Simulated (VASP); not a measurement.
# ZrAl2N3 (I-4m2) in VASP: a series of runs

ZrAl2N3 is run at these levels: PBE; tasks: single point, relaxation of cell and atoms.

All numbers are computed with VASP 6.6.1; they aren't measurements. Logs are shortened: lines on timing, memory, paths and dates and some standing lists are left out, and cuts for length are marked.

## Step 1: The cell of the first run

Symmetry: I-4m2, No. 119, tetragonal system. The conventional cell has a = 3.268 Å, b = 3.268 Å, c = 13.807 Å, α = 90.00°, β = 90.00°, γ = 90.00°. Zr (site symmetry -4m2) has 4 N at 2.13 Å within 2.8 Å. Within 2.6 Å of Al (site symmetry 2mm) lie 4 N at 1.94 Å. N (site symmetry 2mm) has 2 Al at 1.94 Å and 2 Zr at 2.13 Å within 2.6 Å. Within 2.6 Å of N (site symmetry -4m2) lie 4 Al at 1.94 Å.

## Step 2: Single point, PBE

INCAR reads:

```
SYSTEM = ZrAl2N3
PREC = Accurate
ENCUT = 520
EDIFF = 1E-6
ISMEAR = 0
SIGMA = 0.1
LREAL = .False.
LASPH = .True.
NELM = 80
ALGO = Normal
ISIF = 2
LWAVE = .False.
LCHARG = .True.
GGA = PE
LELF = .True.
LVHAR = .True.
NBANDS = 26
```

KPOINTS reads:

```
Automatic mesh
0
Gamma
  8 8 8
  0 0 0
```

POSCAR reads:

```
ZrAl2N3
1.0
   -1.6337553307      1.6337553307      6.9032629793
    1.6337553307     -1.6337553307      6.9032629793
    1.6337553307      1.6337553307     -6.9032629793
Zr Al N
1 2 3
Direct
    0.0000000000      0.0000000000      0.0000000000
    0.6746221249      0.6746221249      0.0000000000
    0.3253778751      0.3253778751      0.0000000000
    0.0987026399      0.5987026399      0.5000000000
    0.4012973601      0.9012973601      0.5000000000
    0.7500000000      0.2500000000      0.5000000000
```

Potentials or basis: VASP PAW PBE potentials, release 64 (Zr_sv, Al, N).

Started as:

```sh
cat potpaw_PBE.64/Zr_sv/POTCAR potpaw_PBE.64/Al/POTCAR potpaw_PBE.64/N/POTCAR > POTCAR
mpirun -np 1 vasp_std > vasp.out
```

OUTCAR:

```text
SYSTEM = ZrAl2N3
   PREC = Accurate
   ENCUT = 520
   EDIFF = 1E-6
   ISMEAR = 0
   LREAL = .False.
   LASPH = .True.
   NELM = 80
   ISIF = 2
   GGA = PE

 ion  position               nearest neighbor table
   1  0.000  0.000  0.000-   4 2.13   5 2.13   4 2.13   5 2.13   3 3.34   2 3.34   2 3.34   2 3.34
                             3 3.34   3 3.34   2 3.34   3 3.34
   2  0.675  0.675  0.000-   6 1.94   6 1.94   4 1.94   4 1.94   3 3.11   3 3.11   3 3.11   3 3.11
                             1 3.34   1 3.34   1 3.34   1 3.34
   3  0.325  0.325  0.000-   6 1.94   6 1.94   5 1.94   5 1.94   2 3.11   2 3.11   2 3.11   2 3.11
                             1 3.34   1 3.34   1 3.34   1 3.34
   4  0.099  0.599  0.500-   2 1.94   2 1.94   1 2.13   1 2.13
   5  0.401  0.901  0.500-   3 1.94   3 1.94   1 2.13   1 2.13
   6  0.750  0.250  0.500-   2 1.94   3 1.94   3 1.94   2 1.94

  LATTYP: Found a body centered tetragonal cell.
 ALAT       =     3.2675106614
 C/A-ratio  =     4.2253958408

  Lattice vectors:

 A1 = (  -1.6337553307,   1.6337553307,   6.9032629793)
 A2 = (   1.6337553307,  -1.6337553307,   6.9032629793)
 A3 = (   1.6337553307,   1.6337553307,  -6.9032629793)

Analysis of symmetry for initial positions (statically):
=====================================================================
 Subroutine PRICEL returns:
 Original cell was already a primitive cell.

 Routine SETGRP: Setting up the symmetry group for a
 body centered tetragonal supercell.

 Subroutine GETGRP returns: Found  8 space group operations
 (whereof  8 operations were pure point group operations)
 out of a pool of 16 trial point group operations.

The static configuration has the point symmetry D_2d.

Analysis of symmetry for dynamics (positions and initial velocities):
=====================================================================
 Subroutine PRICEL returns:
 Original cell was already a primitive cell.

 Routine SETGRP: Setting up the symmetry group for a
 body centered tetragonal supercell.

 Subroutine GETGRP returns: Found  8 space group operations
 (whereof  8 operations were pure point group operations)
 out of a pool of 16 trial point group operations.

The dynamic configuration has the point symmetry D_2d.

 Subroutine INISYM returns: Found  8 space group operations
 (whereof  8 operations are pure point group operations),
 and found     1 'primitive' translations

----------------------------------------------------------------------------------------

                                     Primitive cell

  volume of cell :      73.7036

  direct lattice vectors                    reciprocal lattice vectors
    -1.633755331  1.633755331  6.903262979     0.000000000  0.306043378  0.072429517
     1.633755331 -1.633755331  6.903262979     0.306043378  0.000000000  0.072429517
     1.633755331  1.633755331 -6.903262979     0.306043378  0.306043378  0.000000000

  length of vectors
     7.279653338  7.279653338  7.279653338     0.314497351  0.314497351  0.432810696

  position of ions in fractional coordinates (direct lattice)
     0.000000000  0.000000000  0.000000000
     0.674622125  0.674622125  0.000000000
     0.325377875  0.325377875  0.000000000
     0.098702640  0.598702640  0.500000000
     0.401297360  0.901297360  0.500000000
     0.750000000  0.250000000  0.500000000

  ion indices of the primitive-cell ions
   primitive index   ion index
                 1           1
                 2           2
                 3           3
                 4           4
                 5           5
                 6           6

----------------------------------------------------------------------------------------

 KPOINTS: Automatic mesh

Automatic generation of k-mesh.
 Grid dimensions read from file:
 generate k-points for:    8    8    8

 Generating k-lattice:

  Cartesian coordinates                     Fractional coordinates (reciprocal lattice)
     0.000000000  0.038255422  0.009053690     0.125000000  0.000000000  0.000000000
     0.038255422  0.000000000  0.009053690     0.000000000  0.125000000  0.000000000
     0.038255422  0.038255422  0.000000000     0.000000000  0.000000000  0.125000000

  Length of vectors
     0.039312169  0.039312169  0.054101337

  Shift w.r.t. Gamma in fractional coordinates (k-lattice)
     0.000000000  0.000000000  0.000000000

 Subroutine IBZKPT returns following result:
 ===========================================

 Found     59 irreducible k-points:

 Following reciprocal coordinates:
            Coordinates               Weight
  0.000000  0.000000  0.000000      1.000000
  0.125000  0.000000  0.000000      8.000000
  0.250000  0.000000  0.000000      8.000000
  0.375000  0.000000  0.000000      8.000000
  0.500000  0.000000  0.000000      4.000000
  0.125000  0.125000  0.000000      8.000000
[... 16 lines left out ...]
  0.250000  0.125000  0.125000     16.000000
  0.375000  0.125000  0.125000      8.000000
 [... further k-points ...]
   k-points           NKPTS =     59   k-points in BZ     NKDIM =     59   number of bands    NBANDS=     26
   number of dos      NEDOS =    301   number of ions     NIONS =      6
   total plane-waves  NPLWV = 157464
   dimension x,y,z NGX =    54 NGY =   54 NGZ =   54
   dimension x,y,z NGXF=   108 NGYF=  108 NGZF=  108
   ions per type =               1   2   3
   NGX,Y,Z   is equivalent  to a cutoff of  12.33, 12.33, 12.33 a.u.
   NGXF,Y,Z  is equivalent  to a cutoff of  24.66, 24.66, 24.66 a.u.
 SYSTEM =  ZrAl2N3
   PREC   = accura    normal or accurate (medium, high low for compatibility)
   ISTART =      0    job   : 0-new  1-cont  2-samecut
   ICHARG =      2    charge: 1-file 2-atom 10-const
   ISPIN  =      1    spin polarized calculation?
   LNONCOLLINEAR =      F non collinear calculations
   LSORBIT =      F    spin-orbit coupling
   LASPH  =      T    aspherical Exc in radial PAW
   ENCUT  =  520.0 eV  38.22 Ry    6.18 a.u.  13.54 13.54 13.54*2*pi/ulx,y,z
   NELM   =     80;   NELMIN=  2; NELMDL= -5     # of ELM steps
   EDIFF  = 0.1E-05   stopping-criterion for ELM
   LREAL  =      F    real-space projection
   EDIFFG = 0.1E-04   stopping-criterion for IOM
   NSW    =      0    number of steps for IOM
   IBRION =     -1    ionic relax: 0-MD 1-quasi-New 2-CG
   NFREE  =      0    steps in history (QN), initial steepest desc. (CG)
   ISIF   =      2    stress and relaxation
   ISYM   =      2    0-nonsym 1-usesym 2-fastsym
   POTIM  = 0.5000    time-step for ionic-motion
   TEBEG  =    0.0;   TEEND  =   0.0 temperature during run
   PSTRESS=    0.0 pullay stress
   NELECT =      33.0000    total number of electrons
   NUPDOWN=      -1.0000    fix difference up-down
   EMIN   =  10.00;   EMAX   =-10.00  energy-range for DOS
   EFERMI =   0.00;   METHOD = LEGACY
   ISMEAR =     0;   SIGMA  =   0.10  broadening in eV -4-tet -1-fermi 0-gaus
   EFERMI_NEDOS =   21; number of points for ismear=-14 and -15
   IALGO  =     38    algorithm
   IMIX   =      4    mixing-type and parameters
     AMIX     =   0.40;   BMIX     =  1.00
     AMIX_MAG =   1.60;   BMIX_MAG =  1.00
  volume/ion in A,a.u.               =      12.28        82.90
  Fermi-wavevector in a.u.,A,eV,Ry     =   1.252420  2.366731 21.341498  1.568556
  Thomas-Fermi vector in A             =   2.386321
   LORBIT       =      0    0 simple, 1 ext, 2 COOP (PROOUT), +10 PAW based schemes
   GGA     = PE    functional components
   LHFCALC =     F    Hartree Fock is set to
   AEXX    =    0.0000 exact exchange contribution
   IVDW    =     0    specifies the selected vdW correction
   LEPSILON=     F    determine dielectric tensor
   LRPA    =     F    only Hartree local field effects (RPA)
 non-spin polarized calculation
 Gauss-broadening in eV      SIGMA  =   0.10
  energy-cutoff  :      520.00
  volume of cell :       73.70
 maximum number of plane-waves:      2012
   NGX = 27   NGY = 27   NGZ = 27

 number of electron      33.0000000 magnetization

 Free energy of the ion-electron system (eV)
  ---------------------------------------------------
  ext. energy  EPLUGINS =         0.00000000
  ---------------------------------------------------
  free energy    TOTEN  =       -47.96905517 eV

  energy without entropy =      -47.95763525  energy(sigma->0) =      -47.96334521

 E-fermi :   9.0141     XC(G=0): -10.9207

 val. band max:        9.0057422377   @ k =  -0.3750  -0.3750   0.1250
 cond. band min:       9.0234344349   @ k =  -0.3750   0.3750   0.3750
 fundamental gap:      0.0176921972
 Fermi energy:         9.0141471666

 k-point     1 :       0.0000    0.0000    0.0000
  band No.  band energies     occupation
      1     -40.8446      2.00000
      2     -19.0684      2.00000
      3     -18.8061      2.00000
      4     -18.8061      2.00000
      5      -8.2260      2.00000
      6      -6.5643      2.00000
[... 18 lines left out ...]
     25      14.7999      0.00000
     26      17.0728      0.00000

 k-point     2 :       0.1250    0.0000    0.0000
  band No.  band energies     occupation
      1     -40.8382      2.00000
      2     -19.0590      2.00000
      3     -18.8892      2.00000
      4     -18.7998      2.00000
      5      -8.0888      2.00000
      6      -6.5893      2.00000
[... 18 lines left out ...]
     25      15.0864      0.00000
     26      16.8869      0.00000

 k-point     3 :       0.2500    0.0000    0.0000
  band No.  band energies     occupation
      1     -40.8225      2.00000
      2     -19.1322      2.00000
      3     -18.9872      2.00000
      4     -18.7844      2.00000
      5      -7.7140      2.00000
      6      -6.5858      2.00000
[... 572 lines left out ...]
 k-point    23 :       0.2500    0.1250    0.1250
  band No.  band energies     occupation
      1     -40.7851      2.00000
      2     -19.2881      2.00000
      3     -19.0784      2.00000
      4     -18.8897      2.00000
      5      -6.8593      2.00000
      6      -6.3545      2.00000
[... 18 lines left out ...]
     25      15.8881      0.00000
     26      16.3989      0.00000

 k-point    24 :       0.3750    0.1250    0.1250
  band No.  band energies     occupation
      1     -40.7787      2.00000
      2     -19.3661      2.00000
      3     -19.0695      2.00000
      4     -18.8763      2.00000
      5      -6.5443      2.00000
      6      -6.4114      2.00000
[... 18 lines left out ...]
     25      15.8114      0.00000
     26      16.5417      0.00000

 [... further k-points ...]
[... 5 lines left out ...]
  --------------------------------------------------------------------------------------
  -------------------------------------------------------------------------------------
  Total       -0.1513169     -0.1513169     -0.1259839      0.0000000      0.0000000      0.0000000
  in kB       -3.2893457     -3.2893457     -2.7386550      0.0000000      0.0000000      0.0000000
  external PRESSURE =      -3.1057821 kB  Pullay stress =       0.0000000 kB

 VOLUME and BASIS-vectors are now :
 -----------------------------------------------------------------------------
  energy-cutoff  :      520.00
  volume of cell :       73.70
      direct lattice vectors                 reciprocal lattice vectors
    -1.633755331  1.633755331  6.903262979     0.000000000  0.306043378  0.072429517
     1.633755331 -1.633755331  6.903262979     0.306043378  0.000000000  0.072429517
     1.633755331  1.633755331 -6.903262979     0.306043378  0.306043378  0.000000000

 POSITION                                       TOTAL-FORCE (eV/Angst)
 -----------------------------------------------------------------------------------
      0.00000      0.00000      0.00000         0.000000      0.000000      0.000000
      0.00000      0.00000      9.31419         0.000000      0.000000     -0.001821
      0.00000      0.00000      4.49234         0.000000      0.000000      0.001821
      1.63376      0.00000      1.36274        -0.000000     -0.000000      0.028868
      1.63376      0.00000      5.54052        -0.000000     -0.000000     -0.028868
     -0.00000      1.63376      3.45163         0.000000      0.000000      0.000000
 -----------------------------------------------------------------------------------
    total drift:                                0.000000     -0.000000      0.000000

  FREE ENERGIE OF THE ION-ELECTRON SYSTEM (eV)
  ---------------------------------------------------
  free  energy   TOTEN  =       -47.9690551740 eV

  energy  without entropy=      -47.9576352451  energy(sigma->0) =      -47.96334521
```

Wall time 5.3 min (1 thread of Intel Xeon Platinum 8488C (Sapphire Rapids), shared host); peak memory 0.41 GiB.

What came out:

| Quantity | Value |
| --- | --- |
| Free energy | -47.9691 eV |
| Pressure | -0.3 GPa |
| Largest force | 0.029 eV/Å |

Forces in eV/Å, atoms in the order of the input:
```
Zr   0.000  0.000  0.000
Al   0.000  0.000 -0.002
Al   0.000  0.000  0.002
N    0.000  0.000  0.029
N    0.000  0.000 -0.029
N    0.000  0.000  0.000
```

## Step 3: Single point, PBE

This run uses another cell than the first one, of 13.17 Å³/atom, 1.072 times its volume.

INCAR reads:

```
PREC     = Accurate       # precision mode
ENCUT    = 520            # plane-wave cutoff, eV
EDIFF    = 1E-6           # SCF threshold, eV
ISMEAR   = 0              # smearing method
SIGMA    = 0.1            # smearing width, eV
LREAL    = False          # projectors in reciprocal space
LASPH    = True           # aspherical terms in the spheres
NELM     = 80             # most SCF steps
ALGO     = Normal         # electronic algorithm
ISIF     = 2              # what is computed and relaxed
LWAVE    = False          # write WAVECAR
LCHARG   = False          # write CHGCAR
GGA      = PE             # functional
NBANDS   = 26             # bands
```

KPOINTS reads:

```
regular mesh
0
Gamma
  8 8 8
```

POSCAR reads:

```
ZrAl2N3
1.0
   -1.6697703000      1.6697703000      7.0842354300
    1.6697703000     -1.6697703000      7.0842354300
    1.6697703000      1.6697703000     -7.0842354300
Zr Al N
1 2 3
Direct
    0.0000000000      0.0000000000      0.0000000000
    0.6666666700      0.6666666700      0.0000000000
    0.3333333300      0.3333333300      0.0000000000
    0.0833333300      0.5833333300      0.5000000000
    0.4166666700      0.9166666700      0.5000000000
    0.7500000000      0.2500000000      0.5000000000
```

Potentials or basis: VASP PAW PBE potentials, release 64 (Zr_sv, Al, N).

Started as:

```sh
cat potpaw_PBE.64/Zr_sv/POTCAR potpaw_PBE.64/Al/POTCAR potpaw_PBE.64/N/POTCAR > POTCAR
mpirun -np 1 vasp_std > vasp.out
```

It took 5.3 min on 1 thread of Intel Xeon Platinum 8488C (Sapphire Rapids), shared host; peak memory 0.48 GiB.

It converged, with:

```
Free energy   : -47.2348 eV
Pressure      : -4.5 GPa
Largest force : 2.646 eV/Å
```

Forces in eV/Å, atoms in the order of the input:
```
Zr   0.000  0.000  0.000
Al   0.000  0.000  0.436
Al   0.000  0.000 -0.436
N    0.000  0.000  2.646
N    0.000  0.000 -2.646
N    0.000  0.000  0.000
```

Stress tensor (GPa, compression positive):
```
-3.70  0.00  0.00
 0.00 -3.70  0.00
 0.00  0.00 -6.03
```

Levels at points of the mesh, in eV from the Fermi level:
```
           k point  band 14  band 15  band 16  band 17  band 18  band 19
(0.00, 0.00, 0.00)    -4.14    -3.85    -3.85    -1.19     0.09     0.65
(0.50, 0.00, 0.00)    -4.25    -3.98    -3.65     1.31     1.72     1.78
(0.50, 0.50, 0.00)    -4.94    -4.50    -3.88    -1.04    -0.10     1.02
(0.50, 0.50, 0.50)    -4.58    -3.50    -3.50    -0.73     0.44     0.94
```

Caveat: forces of over 1 eV/Å act on the atoms, so gaps and moduli don't describe the material at rest.

## Step 4: Relaxation of cell and atoms, PBE

This run uses another cell than the first one, of 13.17 Å³/atom, 1.072 times its volume.

INCAR reads:

```
  PREC = Accurate
  ENCUT = 600
  EDIFF = 1E-6
  ISMEAR = 0
  SIGMA = 0.1
  LREAL = False
  LASPH = True
  NELM = 100
  ALGO = Normal
  ISIF = 3
  LWAVE = False
  LCHARG = False
  GGA = PE
  IBRION = 2
  NSW = 90
  EDIFFG = -0.04
```

KPOINTS reads:

```
Automatic mesh
0
Gamma
  8 8 8
```

POSCAR is that of step 3.

Started as:

```sh
cat potpaw_PBE.64/Zr_sv/POTCAR potpaw_PBE.64/Al/POTCAR potpaw_PBE.64/N/POTCAR > POTCAR
mpirun -np 1 vasp_std > vasp.out
```

Run time: 45 min. Hardware: 1 thread of Intel Xeon Platinum 8488C (Sapphire Rapids), shared host; peak memory 0.58 GiB.

The run converged. Its results:

| Item | Value |
| --- | --- |
| Free energy | -47.9808 eV |
| Relaxed volume | 12.26 Å³/atom |
| Relaxed cell | a = 7.263 Å, b = 7.263 Å, c = 7.263 Å, α = 153.99°, β = 153.99°, γ = 37.11° |
| Space group after relaxing (to 0.05 Å) | I-4m2 (No. 119) |
| Energy gained by relaxing | 123.6 meV/atom |
| Ionic steps | 10 |
| Pressure after relaxing | -0.1 GPa |
| Largest force after relaxing | 0.012 eV/Å |

Forces in eV/Å, atoms in the order of the input:
```
Zr   0.000  0.000  0.000
Al   0.000  0.000 -0.012
Al   0.000  0.000  0.012
N    0.000  0.000  0.011
N    0.000  0.000 -0.011
N    0.000  0.000  0.000
```

Stress tensor (GPa, compression positive):
```
-0.20  0.00  0.00
 0.00 -0.20  0.00
 0.00  0.00  0.06
```

The path:
| step | energy change (eV) | largest force (eV/Å) | pressure (GPa) | volume (Å³) |
| --- | --- | --- | --- | --- |
| 1 | 0.0000 | 2.6456 | -4.57 | 79.01 |
| 2 | -0.5594 | 1.0279 | -0.54 | 74.79 |
| 3 | -0.6229 | 1.4407 | 2.91 | 72.71 |
| 4 | -0.7345 | 0.2696 | -0.95 | 73.76 |
| 5 | -0.7357 | 0.2543 | -0.63 | 73.66 |
| 6 | -0.7386 | 0.0950 | 1.05 | 73.09 |
| 7 | -0.7398 | 0.0280 | 0.46 | 73.29 |
| 8 | -0.7408 | 0.0520 | -0.18 | 73.58 |
| 9 | -0.7408 | 0.0533 | -0.19 | 73.58 |
| 10 | -0.7414 | 0.0121 | -0.11 | 73.56 |

Final structure:
```xyz
6
Lattice="-1.6342 1.6342 6.8855 1.6342 -1.6342 6.8855 1.6342 1.6342 -6.8855" Properties=species:S:1:pos:R:3 pbc="T T T"
Zr    0.0000    0.0000    0.0000
Al    0.0000    0.0000    9.2916
Al    1.6342    1.6342   -2.4061
N     1.6342    0.0000    1.3614
N     1.6342    0.0000    5.5241
N     0.0000    1.6342    3.4427
```

Levels at points of the mesh, in eV from the Fermi level:
```csv
k point,band 14,band 15,band 16,band 17,band 18,band 19,band 20
"(0.00, 0.00, 0.00)",-3.96,-3.88,-3.88,-0.89,-0.06,0.37,2.40
"(0.50, 0.00, 0.00)",-4.09,-3.91,-3.53,0.94,1.41,1.69,2.80
"(0.50, 0.50, 0.00)",-4.88,-4.44,-3.51,-0.60,0.21,0.38,1.89
"(0.50, 0.50, 0.50)",-4.67,-3.32,-3.32,-1.14,0.23,1.59,2.08
```

[end of part 1 of 2]
